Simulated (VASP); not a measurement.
Wanted: the native input for a VASP 6.6.1 run.

| Item | Value |
| --- | --- |
| Task | single point |
| Functional | PBE |
| Potentials or basis | VASP PAW PBE potentials, release 64 (Al, H) |
| Cutoff | 520 eV |
| k mesh | 5 × 4 × 1 |
| Occupations | gaussian, width 0.1 eV |
| Spin | no spin polarisation |
| Dipole correction | yes |
| Further INCAR settings | LREAL = Auto; ALGO = Normal; EDIFF = 1e-07; NBANDS = 40 |

The structure of Al8H lies in POSCAR:

```
Al8H
1.0
    5.7135165837      0.0000000000      0.0000000000
    0.0000000000      8.0801326415      0.0000000000
    0.0000000000      0.0000000000     22.2432786975
Al H
16 2
Direct
    0.2500000000      0.2500000000      0.1798296040
    0.2500000000      0.7500000000      0.1798296040
    0.7500000000      0.2500000000      0.1798296040
    0.7500000000      0.7500000000      0.1798296040
    0.0000000000      0.0000000000      0.2440458181
    0.0000000000      0.5000000000      0.2440458181
    0.5000000000      0.0000000000      0.2440458181
    0.5000000000      0.5000000000      0.2440458181
    0.2500000000      0.2500000000      0.3102598702
    0.2500000000      0.7500000000      0.3102598702
    0.7500000000      0.2500000000      0.3102598702
    0.7500000000      0.7500000000      0.3102598702
    0.0000000000      0.0000000000      0.3705963860
    0.0000000000      0.5000000000      0.3705963860
    0.5000000000      0.0000000000      0.3705963860
    0.5000000000      0.5000000000      0.3705963860
    0.2500000000      0.1931321217      0.4627590580
    0.2500000000      0.3068678783      0.4627590580
```

These files were run (other wordings do the same):

INCAR

```
ALGO = Normal
DIPOL = 0.5 0.5 0.297
EDIFF = 1E-7
ENCUT = 520
GGA = PE
IDIPOL = 3
ISIF = 2
ISMEAR = 0
LASPH = True
LCHARG = True
LDIPOL = True
LELF = True
LREAL = Auto
LVACPOTAV = True
LVHAR = True
LWAVE = False
NBANDS = 40
NELM = 80
PREC = Accurate
SIGMA = 0.1
```

KPOINTS

```
k-points
0
Gamma
  5 4 1
```

Potentials or basis: VASP PAW PBE potentials, release 64 (Al, H).

Launch:

```bash
$ cat potpaw_PBE.64/Al/POTCAR potpaw_PBE.64/H/POTCAR > POTCAR
$ mpirun -np 1 vasp_std > vasp.out
```

It gave:

* Largest force: 3.122 eV/Å
* Band gap on the k mesh: zero (band 25 reaches -0.59 eV, above the bottom of band 26 at -1.05 eV)

Run time: 6.8 min on 1 thread of Intel(R) Xeon(R) 6975P-C (Granite Rapids) (shared host), peak memory 0.89 GiB.
